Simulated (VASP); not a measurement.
Input of a VASP 6.6.1 run:

File INCAR:

```
  PREC = Accurate
  ENCUT = 600
  EDIFF = 1E-6
  ISMEAR = 0
  SIGMA = 0.2
  LREAL = F
  LASPH = T
  NELM = 100
  ALGO = Normal
  ISIF = 3
  LWAVE = F
  LCHARG = F
  GGA = PE
  IBRION = 2
  NSW = 36
  EDIFFG = -0.08
```

The input KPOINTS:

```
Automatic mesh
0
Gamma
  6 6 5
```

POSCAR

```
MgW
1.0
    2.9947914800      0.0000000000      0.0000000000
    0.0000000000      2.9947914800      0.0000000000
    0.0000000000      0.0000000000      3.6246727000
Mg W
1 1
Direct
    0.0000000000      0.0000000000      0.0000000000
    0.5000000000      0.5000000000      0.5000000000
```

Potentials or basis: VASP PAW PBE potentials, release 64 (Mg, W_sv).

Launch:

```bash
$ cat potpaw_PBE.64/Mg/POTCAR potpaw_PBE.64/W_sv/POTCAR > POTCAR
$ mpirun -np 1 vasp_std > vasp.out
```

Task: Estimate the band gap on the k mesh.

Result: Zero (bands 8 and 9 overlap by 0.94 eV).

Task: What does it give for the space group after relaxing (to 0.1 Å)?

Result: P4/mmm (No. 123).

Stress tensor (GPa, compression positive):
```
0.36 0.00 0.00
0.00 0.36 0.00
0.00 0.00 0.01
```

Caveat: a cell axis changed by over 15 % at a fixed basis, so the end point is rough; spin-orbit coupling is left out, which moves the levels of the heavy elements.
